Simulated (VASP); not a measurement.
Input of a VASP 6.6.1 run:

File INCAR:

```
SYSTEM = SnO2
ALGO = Normal
EDIFF = 1E-7
ENCUT = 520
GGA = PE
ISIF = 2
ISMEAR = 0
LASPH = .TRUE.
LCHARG = .FALSE.
LREAL = .FALSE.
LWAVE = .FALSE.
NBANDS = 35
NELM = 100
PREC = Accurate
SIGMA = 0.01
```

KPOINTS

```
k-points
0
G
  6 6 2
  0 0 0
```

File POSCAR:

```
SnO2
1.0
    3.2305756200      0.0000000000      0.0000000000
   -1.6152878100      2.7977605500      0.0000000000
    0.0000000000      0.0000000000     10.7905620000
Sn O
2 4
Direct
    0.0000000000      0.0000000000      0.5000000000
    0.0000000000      0.0000000000      0.0000000000
    0.6666666680      0.3333333298      0.4058619996
    0.6666666680      0.3333333298      0.0941380004
    0.3333333289      0.6666666702      0.5941380004
    0.3333333289      0.6666666702      0.9058619996
```

Potentials or basis: VASP PAW PBE potentials, release 64 (Sn_d, O).

Launch:

```sh
$ cat potpaw_PBE.64/Sn_d/POTCAR potpaw_PBE.64/O/POTCAR > POTCAR
$ mpirun -np 1 vasp_std > vasp.out
```

(1) What does it give for the pressure?

(2) Estimate the largest force.

(3) Predict the band gap on the k mesh.

## Answers

(1) 0.1 GPa.

(2) 0.046 eV/Å.

(3) 2.11 eV, indirect (least direct gap 2.48 eV).

Caveat: spin-orbit coupling is left out, which moves the levels of the heavy elements.
